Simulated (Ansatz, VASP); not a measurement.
Cu in VASP and in Ansatz

```
Cu
1.0
     0.00000    1.81710    1.81710
     1.81710    0.00000    1.81710
     1.81710    1.81710    0.00000
Cu
1
Direct
  0.00000 0.00000 0.00000
```

Alike in both runs: task single point; functional PBE; k mesh 4 × 4 × 4; occupations fermi-dirac, width 0.15 eV; non-collinear spin, spin-orbit coupling.

```csv
,VASP,Ansatz
version,VASP 6.6.1,Ansatz 0.2.0 development build
potentials or method,"VASP PAW PBE potentials, release 64 (Cu)","plane waves, PAW datasets (generated hard set"
plane-wave cutoff (eV),520,700
valence electrons in the cell,11,19
```

|  | VASP | Ansatz | Ansatz less VASP |
| --- | --- | --- | --- |
| net moment per atom (μB) | 0.00 | 0.00 | 0.000 |

With one functional, cell and mesh, what is left measures potentials, basis and numerics. VASP's potentials hold 11 valence electrons a cell and Ansatz's 19, so a difference there can come from the potentials and not from the codes. Ansatz's warnings: stress scf threshold loose.

The k mesh is coarse, so the values compare programs but aren't converged.
